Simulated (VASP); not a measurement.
# ZnS in VASP: a series of runs

The runs below take ZnS through single point, with PBE.

Everything below comes from runs of VASP 6.6.1. Logs are shortened: lines on timing, memory, paths and dates and some standing lists are left out, and cuts for length are marked.

**1. The cell of the first run**

The cell holds a wire or tube with vacuum around it, 8 atoms: a = 20.200 Å, b = 9.300 Å, c = 3.886 Å, α = 90.00°, β = 90.00°, γ = 90.00°.

**2. Single point, PBE**

INCAR reads:

```
SYSTEM = ZnS
ALGO = Normal ; EDIFF = 1E-6
ENCUT = 520 ; GGA = PE
ISIF = 2 ; ISMEAR = 0
LASPH = .True. ; LCHARG = .False.
LREAL = .False. ; LWAVE = .False.
NBANDS = 46 ; NELM = 80
PREC = Accurate ; SIGMA = 0.05
```

KPOINTS reads:

```
k-points
0
Gamma
  1 1 14
  0 0 0
```

POSCAR reads:

```
ZnS
1.0
   20.2000000000      0.0000000000      0.0000000000
    0.0000000000      9.3000000000      0.0000000000
    0.0000000000      0.0000000000      3.8860864419
Zn S
4 4
Direct
    0.2778581135      0.5000000000      0.0000000000
    0.4444645284      0.5000000000      0.5000000000
    0.6110709432      0.5000000000      0.0000000000
    0.7776773581      0.5000000000      0.5000000000
    0.2223226419      0.5000000000      0.5000000000
    0.3889290568      0.5000000000      0.0000000000
    0.5555354716      0.5000000000      0.5000000000
    0.7221418865      0.5000000000      0.0000000000
```

Potentials or basis: VASP PAW PBE potentials, release 64 (Zn, S).

On the command line:

```
cat potpaw_PBE.64/Zn/POTCAR potpaw_PBE.64/S/POTCAR > POTCAR
mpirun -np 1 vasp_std > vasp.out
```

OUTCAR:

```text
SYSTEM = ZnS
   EDIFF = 1E-6
   ENCUT = 520
   GGA = PE
   ISIF = 2
   ISMEAR = 0
   LASPH = .True.
   LREAL = .False.
   NELM = 80
   PREC = Accurate

 ion  position               nearest neighbor table
   1  0.278  0.500  0.000-   5 2.24   5 2.24   6 2.24
   2  0.444  0.500  0.500-   7 2.24   6 2.24   6 2.24
   3  0.611  0.500  0.000-   7 2.24   7 2.24   8 2.24
   4  0.778  0.500  0.500-   8 2.24   8 2.24
   5  0.222  0.500  0.500-   1 2.24   1 2.24
   6  0.389  0.500  0.000-   2 2.24   2 2.24   1 2.24
   7  0.556  0.500  0.500-   2 2.24   3 2.24   3 2.24
   8  0.722  0.500  0.000-   4 2.24   4 2.24   3 2.24

  LATTYP: Found a simple orthorhombic cell.
 ALAT       =     3.8860864419
 B/A-ratio  =     2.3931531475
 C/A-ratio  =     5.1980315677

  Lattice vectors:

 A1 = (   0.0000000000,   0.0000000000,  -3.8860864419)
 A2 = (   0.0000000000,   9.3000000000,   0.0000000000)
 A3 = (  20.2000000000,   0.0000000000,   0.0000000000)

Analysis of symmetry for initial positions (statically):
=====================================================================
 Subroutine PRICEL returns:
 Original cell was already a primitive cell.

 Routine SETGRP: Setting up the symmetry group for a
 simple orthorhombic supercell.

 Subroutine GETGRP returns: Found  4 space group operations
 (whereof  4 operations were pure point group operations)
 out of a pool of  8 trial point group operations.

The static configuration has the point symmetry C_2v.

Analysis of symmetry for dynamics (positions and initial velocities):
=====================================================================
 Subroutine PRICEL returns:
 Original cell was already a primitive cell.

 Routine SETGRP: Setting up the symmetry group for a
 simple orthorhombic supercell.

 Subroutine GETGRP returns: Found  4 space group operations
 (whereof  4 operations were pure point group operations)
 out of a pool of  8 trial point group operations.

The dynamic configuration has the point symmetry C_2v.

 Subroutine INISYM returns: Found  4 space group operations
 (whereof  4 operations are pure point group operations),
 and found     1 'primitive' translations

----------------------------------------------------------------------------------------

                                     Primitive cell

  volume of cell :     730.0402

  direct lattice vectors                    reciprocal lattice vectors
    20.200000000  0.000000000  0.000000000     0.049504950  0.000000000  0.000000000
     0.000000000  9.300000000  0.000000000     0.000000000  0.107526882  0.000000000
     0.000000000  0.000000000  3.886086442     0.000000000  0.000000000  0.257328295

  length of vectors
    20.200000000  9.300000000  3.886086442     0.049504950  0.107526882  0.257328295

  position of ions in fractional coordinates (direct lattice)
     0.277858114  0.500000000  0.000000000
     0.444464528  0.500000000  0.500000000
     0.611070943  0.500000000  0.000000000
     0.777677358  0.500000000  0.500000000
     0.222322642  0.500000000  0.500000000
     0.388929057  0.500000000  0.000000000
     0.555535472  0.500000000  0.500000000
     0.722141886  0.500000000  0.000000000

  ion indices of the primitive-cell ions
   primitive index   ion index
                 1           1
                 2           2
                 3           3
                 4           4
                 5           5
                 6           6
                 7           7
                 8           8

----------------------------------------------------------------------------------------

 KPOINTS: k-points

Automatic generation of k-mesh.
 Grid dimensions read from file:
 generate k-points for:    1    1   14

 Generating k-lattice:

  Cartesian coordinates                     Fractional coordinates (reciprocal lattice)
     0.049504950  0.000000000  0.000000000     1.000000000  0.000000000  0.000000000
     0.000000000  0.107526882  0.000000000     0.000000000  1.000000000  0.000000000
     0.000000000  0.000000000  0.018380593     0.000000000  0.000000000  0.071428571

  Length of vectors
     0.049504950  0.107526882  0.018380593

  Shift w.r.t. Gamma in fractional coordinates (k-lattice)
     0.000000000  0.000000000  0.000000000

 Subroutine IBZKPT returns following result:
 ===========================================

 Found      8 irreducible k-points:

 Following reciprocal coordinates:
            Coordinates               Weight
  0.000000  0.000000  0.000000      1.000000
  0.000000  0.000000  0.071429      2.000000
  0.000000  0.000000  0.142857      2.000000
  0.000000  0.000000  0.214286      2.000000
  0.000000  0.000000  0.285714      2.000000
  0.000000  0.000000  0.357143      2.000000
  0.000000  0.000000  0.428571      2.000000
  0.000000  0.000000  0.500000      1.000000
   k-points           NKPTS =      8   k-points in BZ     NKDIM =      8   number of bands    NBANDS=     46
   number of dos      NEDOS =    301   number of ions     NIONS =      8
   total plane-waves  NPLWV = 315000
   dimension x,y,z NGX =   150 NGY =   70 NGZ =   30
   dimension x,y,z NGXF=   300 NGYF=  140 NGZF=   60
   ions per type =               4   4
   NGX,Y,Z   is equivalent  to a cutoff of  12.34, 12.51, 12.83 a.u.
   NGXF,Y,Z  is equivalent  to a cutoff of  24.69, 25.03, 25.67 a.u.
 SYSTEM =  ZnS
   PREC   = accura    normal or accurate (medium, high low for compatibility)
   ISTART =      0    job   : 0-new  1-cont  2-samecut
   ICHARG =      2    charge: 1-file 2-atom 10-const
   ISPIN  =      1    spin polarized calculation?
   LNONCOLLINEAR =      F non collinear calculations
   LSORBIT =      F    spin-orbit coupling
   LASPH  =      T    aspherical Exc in radial PAW
   ENCUT  =  520.0 eV  38.22 Ry    6.18 a.u.  37.56 17.29  7.23*2*pi/ulx,y,z
   NELM   =     80;   NELMIN=  2; NELMDL= -5     # of ELM steps
   EDIFF  = 0.1E-05   stopping-criterion for ELM
   LREAL  =      F    real-space projection
   EDIFFG = 0.1E-04   stopping-criterion for IOM
   NSW    =      0    number of steps for IOM
   IBRION =     -1    ionic relax: 0-MD 1-quasi-New 2-CG
   NFREE  =      0    steps in history (QN), initial steepest desc. (CG)
   ISIF   =      2    stress and relaxation
   ISYM   =      2    0-nonsym 1-usesym 2-fastsym
   POTIM  = 0.5000    time-step for ionic-motion
   TEBEG  =    0.0;   TEEND  =   0.0 temperature during run
   PSTRESS=    0.0 pullay stress
   NELECT =      72.0000    total number of electrons
   NUPDOWN=      -1.0000    fix difference up-down
   EMIN   =  10.00;   EMAX   =-10.00  energy-range for DOS
   EFERMI =   0.00;   METHOD = LEGACY
   ISMEAR =     0;   SIGMA  =   0.05  broadening in eV -4-tet -1-fermi 0-gaus
   EFERMI_NEDOS =   21; number of points for ismear=-14 and -15
   IALGO  =     38    algorithm
   IMIX   =      4    mixing-type and parameters
     AMIX     =   0.40;   BMIX     =  1.00
     AMIX_MAG =   1.60;   BMIX_MAG =  1.00
  volume/ion in A,a.u.               =      91.26       615.82
  Fermi-wavevector in a.u.,A,eV,Ry     =   0.756374  1.429340  7.783920  0.572102
  Thomas-Fermi vector in A             =   1.854480
   LORBIT       =      0    0 simple, 1 ext, 2 COOP (PROOUT), +10 PAW based schemes
   GGA     = PE    functional components
   LHFCALC =     F    Hartree Fock is set to
   AEXX    =    0.0000 exact exchange contribution
   IVDW    =     0    specifies the selected vdW correction
   LEPSILON=     F    determine dielectric tensor
   LRPA    =     F    only Hartree local field effects (RPA)
 non-spin polarized calculation
 Gauss-broadening in eV      SIGMA  =   0.05
  energy-cutoff  :      520.00
  volume of cell :      730.04
 maximum number of plane-waves:     19711
 NGX is ok and might be reduce to   150
   NGX = 75   NGY = 35   NGZ = 15

 number of electron      71.9999984 magnetization

 Free energy of the ion-electron system (eV)
  ---------------------------------------------------
  ext. energy  EPLUGINS =         0.00000000
  ---------------------------------------------------
  free energy    TOTEN  =       -22.94770624 eV

  energy without entropy =      -22.93270036  energy(sigma->0) =      -22.94020330

 E-fermi :  -3.3093     XC(G=0):  -3.2334

 val. band max:       -3.3114494440   @ k =   0.0000   0.0000   0.0714
 cond. band min:      -3.3040955662   @ k =   0.0000   0.0000   0.0000
 fundamental gap:      0.0073538779
 Fermi energy:        -3.3093406511

 k-point     1 :       0.0000    0.0000    0.0000
  band No.  band energies     occupation
      1     -17.3678      2.00000
      2     -16.4579      2.00000
      3     -15.5898      2.00000
      4     -14.4188      2.00000
      5     -11.7100      2.00000
      6     -11.6382      2.00000
[... 38 lines left out ...]
     45       1.3509      0.00000
     46       1.5142      0.00000

 k-point     2 :       0.0000    0.0000    0.0714
  band No.  band energies     occupation
      1     -17.3503      2.00000
      2     -16.4413      2.00000
      3     -15.5734      2.00000
      4     -14.4018      2.00000
      5     -11.7165      2.00000
      6     -11.6175      2.00000
[... 38 lines left out ...]
     45       1.4100      0.00000
     46       1.5064      0.00000

 k-point     3 :       0.0000    0.0000    0.1429
  band No.  band energies     occupation
      1     -17.3004      2.00000
      2     -16.3939      2.00000
      3     -15.5268      2.00000
      4     -14.3534      2.00000
      5     -11.7205      2.00000
      6     -11.5712      2.00000
[... 38 lines left out ...]
     45       1.4707      0.00000
     46       1.4724      0.00000

 k-point     4 :       0.0000    0.0000    0.2143
  band No.  band energies     occupation
      1     -17.2259      2.00000
      2     -16.3236      2.00000
      3     -15.4577      2.00000
      4     -14.2815      2.00000
      5     -11.7094      2.00000
      6     -11.5131      2.00000
[... 38 lines left out ...]
     45       1.5144      0.00000
     46       1.8503      0.00000

 k-point     5 :       0.0000    0.0000    0.2857
  band No.  band energies     occupation
      1     -17.1397      2.00000
      2     -16.2427      2.00000
      3     -15.3783      2.00000
      4     -14.1986      2.00000
      5     -11.6804      2.00000
      6     -11.4492      2.00000
[... 38 lines left out ...]
     45       1.8590      0.00000
     46       2.0953      0.00000

 k-point     6 :       0.0000    0.0000    0.3571
  band No.  band energies     occupation
      1     -17.0586      2.00000
      2     -16.1670      2.00000
      3     -15.3041      2.00000
      4     -14.1211      2.00000
      5     -11.6376      2.00000
      6     -11.3857      2.00000
[... 38 lines left out ...]
     45       1.8628      0.00000
     46       1.9595      0.00000

 k-point     7 :       0.0000    0.0000    0.4286
  band No.  band energies     occupation
      1     -17.0003      2.00000
      2     -16.1129      2.00000
      3     -15.2511      2.00000
      4     -14.0657      2.00000
      5     -11.5952      2.00000
      6     -11.3553      2.00000
[... 38 lines left out ...]
     45       1.9637      0.00000
     46       2.0790      0.00000

 k-point     8 :       0.0000    0.0000    0.5000
  band No.  band energies     occupation
      1     -16.9791      2.00000
      2     -16.0933      2.00000
      3     -15.2319      2.00000
      4     -14.0456      2.00000
      5     -11.5765      2.00000
      6     -11.3590      2.00000
[... 38 lines left out ...]
     45       2.0862      0.00000
     46       2.4807      0.00000

------------------------ aborting loop because EDIFF is reached ----------------------------------------

  FORCE on cell =-STRESS in cart. coord.  units (eV):
  Direction    XX          YY          ZZ          XY          YZ          ZX
  --------------------------------------------------------------------------------------
  -------------------------------------------------------------------------------------
  Total        1.8146121      0.0781652     -0.5672070      0.0000000      0.0000000      0.0000000
  in kB        3.9824250      0.1715448     -1.2448167      0.0000000      0.0000000      0.0000000
  external PRESSURE =       0.9697177 kB  Pullay stress =       0.0000000 kB

 VOLUME and BASIS-vectors are now :
 -----------------------------------------------------------------------------
  energy-cutoff  :      520.00
  volume of cell :      730.04
      direct lattice vectors                 reciprocal lattice vectors
    20.200000000  0.000000000  0.000000000     0.049504950  0.000000000  0.000000000
     0.000000000  9.300000000  0.000000000     0.000000000  0.107526882  0.000000000
     0.000000000  0.000000000  3.886086442     0.000000000  0.000000000  0.257328295

 POSITION                                       TOTAL-FORCE (eV/Angst)
 -----------------------------------------------------------------------------------
      5.61273      4.65000      0.00000        -0.613482      0.000000      0.000000
      8.97818      4.65000      1.94304        -0.628186      0.000000      0.000000
     12.34363      4.65000      0.00000        -0.682360      0.000000      0.000000
     15.70908      4.65000      1.94304        -0.353437      0.000000      0.000000
      4.49092      4.65000      1.94304         0.089504      0.000000      0.000000
      7.85637      4.65000      0.00000         0.767928      0.000000      0.000000
     11.22182      4.65000      1.94304         0.562823      0.000000      0.000000
     14.58727      4.65000      0.00000         0.857209      0.000000      0.000000
 -----------------------------------------------------------------------------------
    total drift:                               -0.010117      0.000000      0.000017

  FREE ENERGIE OF THE ION-ELECTRON SYSTEM (eV)
  ---------------------------------------------------
  free  energy   TOTEN  =       -22.9477062366 eV

  energy  without entropy=      -22.9327003590  energy(sigma->0) =      -22.94020330
```

Wall time 6.4 min (1 thread of Intel Xeon Platinum 8559C (Emerald Rapids), shared host); peak memory 0.74 GiB.

What came out:

- Free energy: -22.9477 eV
- Largest force: 0.857 eV/Å
- Band gap on the k mesh: zero (bands 36 and 37 overlap by 0.05 eV)

Forces on the atoms (eV/Å):
```
Zn  -0.613  0.000  0.000
Zn  -0.628  0.000  0.000
Zn  -0.682  0.000  0.000
Zn  -0.353  0.000  0.000
S    0.090  0.000  0.000
S    0.768  0.000  0.000
S    0.563  0.000  0.000
S    0.857  0.000  0.000
```

Levels at points of the mesh, in eV from the Fermi level:
| k point | band 32 | band 33 | band 34 | band 35 | band 36 | band 37 | band 38 | band 39 | band 40 | band 41 |
| --- | --- | --- | --- | --- | --- | --- | --- | --- | --- | --- |
| (0.00, 0.00, 0.00) | -1.51 | -1.35 | -0.58 | -0.51 | -0.30 | 0.01 | 2.30 | 2.60 | 2.87 | 3.22 |
| (0.00, 0.00, 0.50) | -2.16 | -1.65 | -0.80 | -0.70 | 0.05 | 0.16 | 2.48 | 2.93 | 3.31 | 3.94 |

**3. Single point, PBE**

This run uses another cell than the first one.

INCAR reads:

```
SYSTEM = ZnS
  PREC = Accurate
  ENCUT = 520
  EDIFF = 1E-6
  ISMEAR = 0
  SIGMA = 0.05
  LREAL = .False.
  LASPH = .True.
  NELM = 60
  ALGO = Normal
  ISIF = 2
  LWAVE = .False.
  LCHARG = .False.
  GGA = PE
  NBANDS = 46
```

KPOINTS reads:

```
Automatic mesh
0
Gamma
  1 1 14
  0 0 0
```

POSCAR reads:

```
ZnS
1.0
   20.2000000000      0.0000000000      0.0000000000
    0.0000000000      9.3000000000      0.0000000000
    0.0000000000      0.0000000000      3.9606597627
Zn S
4 4
Direct
    0.2761737969      0.5000000000      0.0000000000
    0.4425043162      0.5000000000      0.5000000000
    0.6083159390      0.5000000000      0.0000000000
    0.7710760725      0.5000000000      0.5000000000
    0.2253127150      0.5000000000      0.5000000000
    0.3927902263      0.5000000000      0.0000000000
    0.5583276716      0.5000000000      0.5000000000
    0.7254992627      0.5000000000      0.0000000000
```

Potentials or basis: VASP PAW PBE potentials, release 64 (Zn, S).

On the command line:

```
cat potpaw_PBE.64/Zn/POTCAR potpaw_PBE.64/S/POTCAR > POTCAR
mpirun -np 1 vasp_std > vasp.out
```

It took 6.7 min on 1 thread of Intel Xeon Platinum 8559C (Emerald Rapids), shared host; peak memory 0.74 GiB.

Results (log left out):

* Free energy: -23.0729 eV
* Largest force: 0.024 eV/Å
* Band gap on the k mesh: zero (bands 36 and 37 overlap by 0.06 eV)

Forces on the atoms (eV/Å):
```
Zn   0.008  0.000  0.000
Zn   0.003  0.000  0.000
Zn   0.002  0.000  0.000
Zn   0.023  0.000  0.000
S   -0.024  0.000  0.000
S    0.001  0.000  0.000
S   -0.003  0.000  0.000
S   -0.010  0.000  0.000
```

Levels at points of the mesh, in eV from the Fermi level:
| k point | band 33 | band 34 | band 35 | band 36 | band 37 | band 38 | band 39 | band 40 |
| --- | --- | --- | --- | --- | --- | --- | --- | --- |
| (0.00, 0.00, 0.00) | -1.65 | -0.64 | -0.63 | -0.57 | -0.02 | 1.64 | 2.23 | 2.74 |
| (0.00, 0.00, 0.50) | -1.88 | -0.93 | -0.69 | 0.04 | 0.14 | 1.98 | 2.69 | 2.92 |

(Part 1 of 2 ends here.)
